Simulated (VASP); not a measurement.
Here is a VASP 6.6.1 calculation.

The input INCAR:

```
SYSTEM = AlNi
PREC     = Accurate       ! precision mode
ENCUT    = 520            ! plane-wave cutoff, eV
EDIFF    = 1E-6           ! SCF threshold, eV
ISMEAR   = 0              ! smearing method
SIGMA    = 0.15           ! smearing width, eV
LREAL    = .False.        ! projectors in reciprocal space
LASPH    = .True.         ! aspherical terms in the spheres
NELM     = 60             ! most SCF steps
ALGO     = Fast           ! electronic algorithm
ISIF     = 2              ! what is computed and relaxed
LWAVE    = .False.        ! write WAVECAR
LCHARG   = .False.        ! write CHGCAR
GGA      = PE             ! functional
NBANDS   = 14             ! bands
```

KPOINTS

```
regular mesh
0
Gamma
  20 20 20
  0 0 0
```

POSCAR

```
AlNi
1.0
    2.0632379050     -2.0632379050      0.0000000000
    2.0632379050      2.0632379050      0.0000000000
    0.0000000000      0.0000000000      2.9011416498
Al Ni
1 1
Direct
    0.0000000000      0.0000000000      0.0000000000
    0.5000000000      0.5000000000      0.5000000000
```

Potentials or basis: VASP PAW PBE potentials, release 64 (Al, Ni).

Run with:

```console
$ cat potpaw_PBE.64/Al/POTCAR potpaw_PBE.64/Ni/POTCAR > POTCAR
$ mpirun -np 1 vasp_std > vasp.out
```

(1) What does it give for the pressure?

Answers

(1) -3.2 GPa.

Caveat: the cell differs from its parent crystal (strain +0.0100 x Voigt [1, 1, 0, 0, 0, 0]).
